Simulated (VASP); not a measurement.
# NaF (Villiaumite) (Fm-3m) in VASP: further runs, part 2 of 2

VASP 6.6.1.

### 3 Single point, PBE

This run uses another cell than the first one, of 12.97 Å³/atom, 1.136 times its volume.

File INCAR:

```
SYSTEM = NaF
PREC = Accurate
ENCUT = 520
EDIFF = 1E-6
ISMEAR = 0
SIGMA = 0.02
LREAL = .False.
LASPH = .True.
NELM = 80
ALGO = Normal
ISIF = 2
LWAVE = .False.
LCHARG = .True.
GGA = PE
LELF = .True.
LVHAR = .True.
NBANDS = 14
```

File KPOINTS:

```
Automatic mesh
0
Gamma
  8 8 8
  0 0 0
```

File POSCAR:

```
NaF
1.0
    0.0000000000      2.3497438127      2.3497438127
    2.3497438127      0.0000000000      2.3497438127
    2.3497438127      2.3497438127      0.0000000000
Na F
1 1
Direct
    0.0000000000      0.0000000000      0.0000000000
    0.5000000000      0.5000000000      0.5000000000
```

Potentials or basis: VASP PAW PBE potentials, release 64 (Na_pv, F).

The run is started by

```bash
> cat potpaw_PBE.64/Na_pv/POTCAR potpaw_PBE.64/F/POTCAR > POTCAR
> mpirun -np 1 vasp_std > vasp.out
```

OUTCAR:

```text
SYSTEM = NaF
   PREC = Accurate
   ENCUT = 520
   EDIFF = 1E-6
   ISMEAR = 0
   LREAL = .False.
   LASPH = .True.
   NELM = 80
   ISIF = 2
   GGA = PE

 ion  position               nearest neighbor table
   1  0.000  0.000  0.000-
   2  0.500  0.500  0.500-

  LATTYP: Found a face centered cubic cell.
 ALAT       =     4.6994876254

  Lattice vectors:

 A1 = (   0.0000000000,   2.3497438127,   2.3497438127)
 A2 = (   2.3497438127,   0.0000000000,   2.3497438127)
 A3 = (   2.3497438127,   2.3497438127,   0.0000000000)

Analysis of symmetry for initial positions (statically):
=====================================================================
 Subroutine PRICEL returns:
 Original cell was already a primitive cell.

 Routine SETGRP: Setting up the symmetry group for a
 face centered cubic supercell.

 Subroutine GETGRP returns: Found 48 space group operations
 (whereof 48 operations were pure point group operations)
 out of a pool of 48 trial point group operations.

The static configuration has the point symmetry O_h .

Analysis of symmetry for dynamics (positions and initial velocities):
=====================================================================
 Subroutine PRICEL returns:
[... 168 lines left out ...]
      2     -21.3361      2.00000
      3     -21.3361      2.00000
      4     -21.3361      2.00000
      5      -2.2615      2.00000
      6      -2.2615      2.00000
      7      -2.2615      2.00000
      8       3.8156      0.00000
      9      16.4128      0.00000
     10      16.4128      0.00000
     11      16.4128      0.00000
     12      19.1894      0.00000
     13      21.3195      0.00000
     14      21.3195      0.00000
[... 377 lines left out ...]
      1     -21.8941      2.00000
      2     -21.3832      2.00000
      3     -21.3630      2.00000
      4     -20.6621      2.00000
      5      -3.4969      2.00000
      6      -2.8043      2.00000
      7      -2.5750      2.00000
      8       9.2485      0.00000
      9      10.1172      0.00000
     10      14.4205      0.00000
     11      16.2241      0.00000
     12      19.4232      0.00000
     13      20.4484      0.00000
     14      25.0630      0.00000

 [... further k-points ...]
[... 5 lines left out ...]
  --------------------------------------------------------------------------------------
  -------------------------------------------------------------------------------------
  Total       -0.0181208     -0.0181208     -0.0181208      0.0000000     -0.0000000      0.0000000
  in kB       -1.1189153     -1.1189153     -1.1189153      0.0000000     -0.0000000      0.0000000
  external PRESSURE =      -1.1189153 kB  Pullay stress =       0.0000000 kB

 VOLUME and BASIS-vectors are now :
 -----------------------------------------------------------------------------
  energy-cutoff  :      520.00
  volume of cell :       25.95
      direct lattice vectors                 reciprocal lattice vectors
     0.000000000  2.349743813  2.349743813    -0.212789155  0.212789155  0.212789155
     2.349743813  0.000000000  2.349743813     0.212789155 -0.212789155  0.212789155
     2.349743813  2.349743813  0.000000000     0.212789155  0.212789155 -0.212789155

 POSITION                                       TOTAL-FORCE (eV/Angst)
 -----------------------------------------------------------------------------------
      0.00000      0.00000      0.00000         0.000000     -0.000000     -0.000000
      2.34974      2.34974      2.34974        -0.000000      0.000000      0.000000
 -----------------------------------------------------------------------------------
    total drift:                                0.000000      0.000000      0.000000

  FREE ENERGIE OF THE ION-ELECTRON SYSTEM (eV)
  ---------------------------------------------------
  free  energy   TOTEN  =        -8.5694561583 eV

  energy  without entropy=       -8.5694561583  energy(sigma->0) =       -8.56945616
```

OSZICAR:

```text
N       E                     dE             d eps       ncg     rms          rms(c)
DAV:   1     0.113563809909E+03    0.11356E+03   -0.78271E+03   812   0.124E+03
DAV:   2    -0.363969491826E+01   -0.11720E+03   -0.10823E+03   896   0.343E+02
DAV:   3    -0.942233492020E+01   -0.57826E+01   -0.57718E+01  1016   0.703E+01
DAV:   4    -0.947272263369E+01   -0.50388E-01   -0.50385E-01   908   0.688E+00
DAV:   5    -0.947325103964E+01   -0.52841E-03   -0.52840E-03   998   0.701E-01    0.542E+00
DAV:   6    -0.857838937084E+01    0.89486E+00   -0.31604E+00   990   0.145E+01    0.186E+00
DAV:   7    -0.856740636586E+01    0.10983E-01   -0.29708E-02   836   0.204E+00    0.106E+00
DAV:   8    -0.856885121504E+01   -0.14448E-02   -0.30586E-02   896   0.358E+00    0.154E-01
DAV:   9    -0.856960710788E+01   -0.75589E-03   -0.45469E-03   938   0.611E-01    0.138E-01
DAV:  10    -0.856945681968E+01    0.15029E-03   -0.94054E-04   896   0.326E-01    0.135E-02
DAV:  11    -0.856945569862E+01    0.11211E-05   -0.32529E-05   968   0.861E-02    0.396E-03
DAV:  12    -0.856945615828E+01   -0.45966E-06   -0.17308E-06   878   0.167E-02
   1 F= -.85694562E+01 E0= -.85694562E+01  d E =-.820727E-38
```

stdout:

```text
POSCAR found type information on POSCAR NaF
 POSCAR found :  2 types and       2 ions
 scaLAPACK will be used
 LDA part: xc-table for (Slater+PW92), standard interpolation
 POSCAR, INCAR and KPOINTS ok, starting setup
 FFT: planning ... GRIDC
 FFT: planning ... GRID_SOFT
 FFT: planning ... GRID
 WAVECAR not read
 entering main loop
```

Run time: 15 s. Hardware: 1 thread of Intel Xeon Platinum 8375C at 2.90GHz (Ice Lake), shared host; peak memory 0.14 GiB.

Results:

```
Free energy            : -8.5695 eV
Pressure               : -0.1 GPa
Band gap on the k mesh : 6.08 eV, direct
```

### 4 Single point, PBE (volume scaled by 0.97)

File INCAR:

```
PREC = Accurate
ENCUT = 520
EDIFF = 1E-6
ISMEAR = 0
SIGMA = 0.02
LREAL = F
LASPH = T
NELM = 80
ALGO = Normal
ISIF = 2
LWAVE = F
LCHARG = F
GGA = PE
NBANDS = 14
```

File KPOINTS:

```
Automatic mesh
0
Gamma
  8 8 8
```

File POSCAR:

```
NaF
1.0
    0.0000000000      2.3260074038      2.3260074038
    2.3260074038      0.0000000000      2.3260074038
    2.3260074038      2.3260074038      0.0000000000
Na F
1 1
Direct
    0.0000000000      0.0000000000      0.0000000000
    0.5000000000      0.5000000000      0.5000000000
```

The run is started by

```bash
> cat potpaw_PBE.64/Na_pv/POTCAR potpaw_PBE.64/F/POTCAR > POTCAR
> mpirun -np 1 vasp_std > vasp.out
```

Wall time 5.2 s (1 thread of Intel Xeon Platinum 8375C at 2.90GHz (Ice Lake), shared host); peak memory 0.13 GiB.

It converged, with:

```
Free energy            : -8.5652 eV
Pressure               : 1.4 GPa
Band gap on the k mesh : 6.24 eV, direct
```

Levels at points of the mesh, in eV from the valence-band top:
| k point | band 5 | band 6 | band 7 | band 8 | band 9 | band 10 |
| --- | --- | --- | --- | --- | --- | --- |
| (0.00, 0.00, 0.00) | 0.00 | 0.00 | 0.00 | 6.24 | 18.89 | 18.89 |
| (0.50, 0.00, 0.00) | -1.56 | -0.25 | -0.25 | 10.71 | 12.37 | 19.98 |
| (0.50, 0.50, 0.00) | -1.25 | -0.40 | -0.40 | 13.06 | 13.26 | 13.49 |

Caveat: the cell differs from its parent crystal (volume scaled by 0.97).

### 5 The runs side by side

```tsv
cell	gap on the mesh (eV)	pressure (GPa)
a = 3.184 Å, angles 60.0°, 2 atoms	6.79	7.7
a = 3.323 Å, angles 60.0°, 2 atoms	6.08	-0.1
a = 3.289 Å, angles 60.0°, 2 atoms	6.24	1.4
```

Alike in all rows: task single point; level PBE; potentials or basis VASP PAW PBE potentials, release 64 (Na_pv, F); no spin polarisation; k mesh 8 × 8 × 8; cutoff (eV) 520; smearing gaussian 0.02 eV.

Total energies depend on the potentials used, so only differences within one code and one set of settings carry meaning.
